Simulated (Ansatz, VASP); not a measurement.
# Two plane-wave programs on W

```xyz
1
Lattice="0.0000 1.9691 1.9995 1.9691 0.0000 1.9995 1.9691 1.9691 0.0000" Properties=species:S:1:pos:R:3 pbc="T T T"
W     0.0000    0.0000    0.0000
```

Change from the starting cell: strain -0.030 along x and y, -0.015 along z, atoms carried along.

Alike in both runs: task single point; functional PBEsol; k mesh 20 × 20 × 20; occupations gaussian, width 0.15 eV; no spin polarisation.

```csv
,VASP,Ansatz
version,VASP 6.6.1,Ansatz 0.2.0
potentials or method,"VASP PAW PBE potentials, release 64 (W_sv), cutoff 520 eV","scalar-relativistic, plane waves, PAW"
valence electrons in the cell,14,14
```

```csv
,VASP,Ansatz,Ansatz less VASP
gap on the k mesh at the Fermi level (eV),none,none,-
pressure (GPa),10.3,9.4,-0.86
"traceless stress, the component that is largest in VASP (GPa)",3.37,3.32,-0.053
```

VASP's potentials were made for PBE, not for PBEsol. A gap of «none» marks a metal or a gap that the smearing closes. The functional is the same, so the differences come from potentials, cutoffs and numerics.

Spin-orbit coupling is off throughout.
